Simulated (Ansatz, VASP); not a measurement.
**Two plane-wave programs on Ir**

```xyz
8
Lattice="4.9455 0.0000 0.0000 0.0000 4.9455 0.0000 0.0000 0.0000 4.9455" Properties=species:S:1:pos:R:3 pbc="T T T"
Ir    4.9455    0.0000    4.9455
Ir    2.4728    2.4728    2.4728
Ir    1.2364    0.0000    2.4728
Ir    3.7091    4.9455    2.4728
Ir    2.4728    1.2364    4.9455
Ir    2.4728    3.7091    0.0000
Ir    0.0000    2.4728    1.2364
Ir    0.0000    2.4728    3.7091
```

Alike in both runs: functional PBE; k mesh 5 × 5 × 5; occupations fermi-dirac, width 0.1 eV; no spin polarisation.

Ansatz relaxed the structure, and its values are those at the end. VASP's run is a single point on that final structure, the one shown.

|  | VASP | Ansatz |
| --- | --- | --- |
| version | VASP 6.6.1 | Ansatz 0.2.0 |
| potentials or method | VASP PAW PBE potentials, release 64 (Ir), cutoff 520 eV | plane waves (420 eV) with PAW, scalar-relativistic |
| valence electrons in the cell | 72 | 136 |

```csv
,VASP,Ansatz,Ansatz less VASP
pressure (GPa),0.5,0.0,-0.47
```

VASP's potentials hold 72 valence electrons a cell and Ansatz's 136, so a difference there can come from the potentials and not from the codes.

Neither program's run includes spin-orbit coupling.
